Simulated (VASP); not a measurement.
# HfC (P-6m2) in VASP: further runs

The runs below take HfC through relaxation of shape and atoms at fixed volume, with r2SCAN.

All numbers are computed with VASP 6.6.1; they aren't measurements. Logs are shortened: lines on timing, memory, paths and dates and some standing lists are left out, and cuts for length are marked.

### Step 1. The cell of the first run

Symmetry: P-6m2, No. 187, hexagonal system. Conventional cell: a = 3.228 Å, b = 3.228 Å, c = 2.925 Å, α = 90.00°, β = 90.00°, γ = 120.00°. Hf (site symmetry -6m2) has 6 C at 2.37 Å and 2 Hf at 2.92 Å within 3.1 Å. Within 3.1 Å of C (site symmetry -6m2) lie 6 Hf at 2.37 Å and 2 C at 2.92 Å.

### Step 2. Relaxation of shape and atoms at fixed volume, r2SCAN

Input file POSCAR:

```
HfC
1.0
    3.2277130762      0.0000000000      0.0000000000
   -1.6138565381      2.7952815201      0.0000000000
    0.0000000000      0.0000000000      2.9247739919
Hf C
1 1
Direct
    0.0000000000      0.0000000000      0.0000000000
    0.6666666667      0.3333333333      0.5000000000
```

Input file INCAR.step1:

```
SYSTEM = HfC
  PREC = Accurate
  ENCUT = 600
  ISMEAR = 0
  SIGMA = 0.05
  LREAL = .FALSE.
  LASPH = .TRUE.
  NELM = 100
  GGA = PE
  ALGO = Normal
  EDIFF = 1E-4
  LWAVE = .TRUE.
  LCHARG = .FALSE.
```

Input file INCAR.step2:

```
SYSTEM = HfC
  PREC = Accurate
  ENCUT = 600
  EDIFF = 1E-6
  ISMEAR = 0
  SIGMA = 0.05
  LREAL = .FALSE.
  LASPH = .TRUE.
  NELM = 100
  ALGO = Normal
  ISIF = 4
  LWAVE = .FALSE.
  LCHARG = .FALSE.
  METAGGA = R2SCAN
  LMIXTAU = .TRUE.
  IBRION = 2
  NSW = 60
  EDIFFG = -0.02
  ISTART = 1
```

Input file KPOINTS:

```
Automatic mesh
0
G
  12 12 12
  0 0 0
```

Potentials or basis: VASP PAW PBE potentials, release 64 (Hf_pv, C).

On the command line:

```
$ cat potpaw_PBE.64/Hf_pv/POTCAR potpaw_PBE.64/C/POTCAR > POTCAR
$ cp INCAR.step1 INCAR
$ mpirun -np 1 vasp_std > vasp.out
$ cp INCAR.step2 INCAR
$ mpirun -np 1 vasp_std > vasp.out
```

OUTCAR:

```text
SYSTEM = HfC
   PREC = Accurate
   ENCUT = 600
   EDIFF = 1E-6
   ISMEAR = 0
   LREAL = .FALSE.
   LASPH = .TRUE.
   NELM = 100
   ISIF = 4
   METAGGA = R2SCAN
   IBRION = 2
   NSW = 60
   EDIFFG = -0.02
   ISTART = 1

 ion  position               nearest neighbor table
   1  0.000  0.000  0.000-   2 2.37   2 2.37   2 2.37   2 2.37   2 2.37   2 2.37
   2  0.667  0.333  0.500-   1 2.37   1 2.37   1 2.37   1 2.37   1 2.37   1 2.37

  LATTYP: Found a hexagonal cell.
 ALAT       =     3.2277130762
 C/A-ratio  =     0.9061443576

  Lattice vectors:

 A1 = (   3.2277130762,   0.0000000000,   0.0000000000)
 A2 = (  -1.6138565381,   2.7952815201,   0.0000000000)
 A3 = (   0.0000000000,   0.0000000000,   2.9247739919)

Analysis of symmetry for initial positions (statically):
=====================================================================
 Subroutine PRICEL returns:
 Original cell was already a primitive cell.

 Routine SETGRP: Setting up the symmetry group for a
 hexagonal supercell.

 Subroutine GETGRP returns: Found 12 space group operations
 (whereof 12 operations were pure point group operations)
 out of a pool of 24 trial point group operations.

The static configuration has the point symmetry D_3h.

Analysis of symmetry for dynamics (positions and initial velocities):
=====================================================================
 Subroutine PRICEL returns:
 Original cell was already a primitive cell.

 Routine SETGRP: Setting up the symmetry group for a
 hexagonal supercell.

 Subroutine GETGRP returns: Found 12 space group operations
 (whereof 12 operations were pure point group operations)
 out of a pool of 24 trial point group operations.

The dynamic configuration has the point symmetry D_3h.

 Subroutine INISYM returns: Found 12 space group operations
 (whereof 12 operations are pure point group operations),
 and found     1 'primitive' translations

----------------------------------------------------------------------------------------

                                     Primitive cell

  volume of cell :      26.3884

  direct lattice vectors                    reciprocal lattice vectors
     3.227713076  0.000000000  0.000000000     0.309816882  0.178872860  0.000000000
    -1.613856538  2.795281520  0.000000000     0.000000000  0.357745720  0.000000000
     0.000000000  0.000000000  2.924773992     0.000000000  0.000000000  0.341906760

  length of vectors
     3.227713076  3.227713076  2.924773992     0.357745720  0.357745720  0.341906760

  position of ions in fractional coordinates (direct lattice)
     0.000000000  0.000000000  0.000000000
     0.666666667  0.333333333  0.500000000

  ion indices of the primitive-cell ions
   primitive index   ion index
                 1           1
                 2           2

----------------------------------------------------------------------------------------

 KPOINTS: Automatic mesh

Automatic generation of k-mesh.
 Grid dimensions read from file:
 generate k-points for:   12   12   12

 Generating k-lattice:

  Cartesian coordinates                     Fractional coordinates (reciprocal lattice)
     0.025818073  0.014906072  0.000000000     0.083333333  0.000000000  0.000000000
     0.000000000  0.029812143  0.000000000     0.000000000  0.083333333  0.000000000
     0.000000000  0.000000000  0.028492230     0.000000000  0.000000000  0.083333333

  Length of vectors
     0.029812143  0.029812143  0.028492230

  Shift w.r.t. Gamma in fractional coordinates (k-lattice)
     0.000000000  0.000000000  0.000000000

 Subroutine IBZKPT returns following result:
 ===========================================

 Found    133 irreducible k-points:

 Following reciprocal coordinates:
            Coordinates               Weight
  0.000000  0.000000  0.000000      1.000000
  0.083333 -0.000000  0.000000      6.000000
  0.166667 -0.000000  0.000000      6.000000
  0.250000 -0.000000  0.000000      6.000000
  0.333333 -0.000000  0.000000      6.000000
  0.416667 -0.000000  0.000000      6.000000
[... 16 lines left out ...]
  0.250000 -0.000000  0.083333     12.000000
  0.333333 -0.000000  0.083333     12.000000
 [... further k-points ...]
   k-points           NKPTS =    133   k-points in BZ     NKDIM =    133   number of bands    NBANDS=     11
   number of dos      NEDOS =    301   number of ions     NIONS =      2
   total plane-waves  NPLWV =  18816
   dimension x,y,z NGX =    28 NGY =   28 NGZ =   24
   dimension x,y,z NGXF=    56 NGYF=   56 NGZF=   48
   ions per type =               1   1
   NGX,Y,Z   is equivalent  to a cutoff of  14.42, 14.42, 13.64 a.u.
   NGXF,Y,Z  is equivalent  to a cutoff of  28.84, 28.84, 27.28 a.u.
 SYSTEM =  HfC
   PREC   = accura    normal or accurate (medium, high low for compatibility)
   ISTART =      1    job   : 0-new  1-cont  2-samecut
   ICHARG =      0    charge: 1-file 2-atom 10-const
   ISPIN  =      1    spin polarized calculation?
   LNONCOLLINEAR =      F non collinear calculations
   LSORBIT =      F    spin-orbit coupling
   LASPH  =      T    aspherical Exc in radial PAW
   ENCUT  =  600.0 eV  44.10 Ry    6.64 a.u.   6.45  6.45  5.84*2*pi/ulx,y,z
   NELM   =    100;   NELMIN=  2; NELMDL=  0     # of ELM steps
   EDIFF  = 0.1E-05   stopping-criterion for ELM
   LREAL  =      F    real-space projection
   EDIFFG = -.2E-01   stopping-criterion for IOM
   NSW    =     60    number of steps for IOM
   IBRION =      2    ionic relax: 0-MD 1-quasi-New 2-CG
   NFREE  =      1    steps in history (QN), initial steepest desc. (CG)
   ISIF   =      4    stress and relaxation
   ISYM   =      2    0-nonsym 1-usesym 2-fastsym
   POTIM  = 0.5000    time-step for ionic-motion
   TEBEG  =    0.0;   TEEND  =   0.0 temperature during run
   PSTRESS=    0.0 pullay stress
   NELECT =      14.0000    total number of electrons
   NUPDOWN=      -1.0000    fix difference up-down
   EMIN   =  10.00;   EMAX   =-10.00  energy-range for DOS
   EFERMI =   0.00;   METHOD = LEGACY
   ISMEAR =     0;   SIGMA  =   0.05  broadening in eV -4-tet -1-fermi 0-gaus
   EFERMI_NEDOS =   21; number of points for ismear=-14 and -15
   IALGO  =     38    algorithm
   IMIX   =      4    mixing-type and parameters
     AMIX     =   0.40;   BMIX     =  1.00
     AMIX_MAG =   1.60;   BMIX_MAG =  1.00
  volume/ion in A,a.u.               =      13.19        89.04
  Fermi-wavevector in a.u.,A,eV,Ry     =   1.325297  2.504448 23.897441  1.756412
  Thomas-Fermi vector in A             =   2.454768
   LORBIT       =      0    0 simple, 1 ext, 2 COOP (PROOUT), +10 PAW based schemes
   METAGGA = R2SCAN    functional components
   LHFCALC =     F    Hartree Fock is set to
   AEXX    =    0.0000 exact exchange contribution
   IVDW    =     0    specifies the selected vdW correction
   LEPSILON=     F    determine dielectric tensor
   LRPA    =     F    only Hartree local field effects (RPA)
 conjugate gradient relaxation of ions
 non-spin polarized calculation
 Gauss-broadening in eV      SIGMA  =   0.05
  energy-cutoff  :      600.00
  volume of cell :       26.39
 maximum number of plane-waves:       896
 NGX is ok and might be reduce to    28
   NGX = 13   NGY = 13   NGZ = 11

--------------------------------------- Ionic step        1  -------------------------------------------

 number of electron      14.0000002 magnetization

 Free energy of the ion-electron system (eV)
  ---------------------------------------------------
  ext. energy  EPLUGINS =         0.00000000
  ---------------------------------------------------
  free energy    TOTEN  =       -55.71563323 eV

  energy without entropy =      -55.71501810  energy(sigma->0) =      -55.71532567

------------------------ aborting loop because EDIFF is reached ----------------------------------------

  FORCE on cell =-STRESS in cart. coord.  units (eV):
  Direction    XX          YY          ZZ          XY          YZ          ZX
  --------------------------------------------------------------------------------------
  -------------------------------------------------------------------------------------
  Total       -0.2754566     -0.2754566     -1.0783883      0.0000000     -0.0000000     -0.0000000
  in kB      -16.7244186    -16.7244186    -65.4746145      0.0000000     -0.0000000     -0.0000000
  external PRESSURE =     -32.9744839 kB  Pullay stress =       0.0000000 kB
[... 57 lines left out ...]
  energy  without entropy=      -55.7170828790  energy(sigma->0) =      -55.71725708

--------------------------------------- Ionic step        3  -------------------------------------------

 number of electron      14.0000002 magnetization

 Free energy of the ion-electron system (eV)
  ---------------------------------------------------
  ext. energy  EPLUGINS =         0.00000000
  ---------------------------------------------------
  free energy    TOTEN  =       -55.71880633 eV

  energy without entropy =      -55.71853208  energy(sigma->0) =      -55.71866921

 E-fermi :   5.4462     XC(G=0): -12.7440

 val. band max:        5.4118599059   @ k =   0.3333  -0.0000   0.0000
 cond. band min:       5.4734909268   @ k =   0.1667   0.1667   0.0000
 fundamental gap:      0.0616310209
 Fermi energy:         5.4461688374

 k-point     1 :       0.0000    0.0000    0.0000
  band No.  band energies     occupation
      1     -25.5579      2.00000
      2     -25.5579      2.00000
      3     -25.1331      2.00000
      4      -7.1608      2.00000
      5       3.7629      2.00000
      6       3.7629      2.00000
      7       4.4495      2.00000
      8       7.2356      0.00000
      9      10.8423      0.00000
     10      11.9131      0.00000
     11      11.9131      0.00000
[... 309 lines left out ...]
 k-point    24 :       0.3333   -0.0000    0.0833
  band No.  band energies     occupation
      1     -25.9929      2.00000
      2     -25.6514      2.00000
      3     -25.1492      2.00000
      4      -5.3207      2.00000
      5       1.1443      2.00000
      6       4.7175      2.00000
      7       5.0250      2.00000
      8       5.6331      0.00000
      9      10.7358      0.00000
     10      10.9904      0.00000
     11      12.7338      0.00000

 [... further k-points ...]

------------------------ aborting loop because EDIFF is reached ----------------------------------------

  FORCE on cell =-STRESS in cart. coord.  units (eV):
  Direction    XX          YY          ZZ          XY          YZ          ZX
  --------------------------------------------------------------------------------------
  -------------------------------------------------------------------------------------
  Total       -0.4963192     -0.4963192     -0.4737416      0.0000000      0.0000000      0.0000000
  in kB      -30.1341452    -30.1341452    -28.7633392      0.0000000      0.0000000      0.0000000
  external PRESSURE =     -29.6772099 kB  Pullay stress =       0.0000000 kB
[... 17 lines left out ...]
  FREE ENERGIE OF THE ION-ELECTRON SYSTEM (eV)
  ---------------------------------------------------
  free  energy   TOTEN  =       -55.7188063331 eV

  energy  without entropy=      -55.7185320770  energy(sigma->0) =      -55.71866921

 reached required accuracy - stopping structural energy minimisation
```

It took 8.7 min on 1 thread of AMD EPYC 7R13, shared host; peak memory 0.17 GiB.

Results:

* Free energy: -55.7188 eV
* Energy gained by relaxing: 1.6 meV/atom
* Ionic steps: 3
* Pressure after relaxing: -3.0 GPa
* Band gap on the k mesh: zero (bands 7 and 8 overlap by 0.06 eV)

Step by step:
```
step  energy change (eV)  largest force (eV/Å)  pressure (GPa)  volume (Å³)
   1              0.0000                0.0000           -3.30        26.39
   2             -0.0018                0.0000           -2.72        26.39
   3             -0.0032                0.0000           -2.97        26.39
```

Final structure:
```xyz
2
Lattice="3.2403 0.0000 0.0000 -1.6202 2.8062 0.0000 0.0000 0.0000 2.9021" Properties=species:S:1:pos:R:3 pbc="T T T"
Hf    0.0000    0.0000    0.0000
C     1.6202    0.9354    1.4510
```

Caveat: the PAW data sets were made with another functional, which shifts forces and pressure a little; spin-orbit coupling is left out, which moves the levels of the heavy elements.

[end of part 1 of 2]

The gap in the log of VASP goes by the Fermi energy; the results here count the filled bands.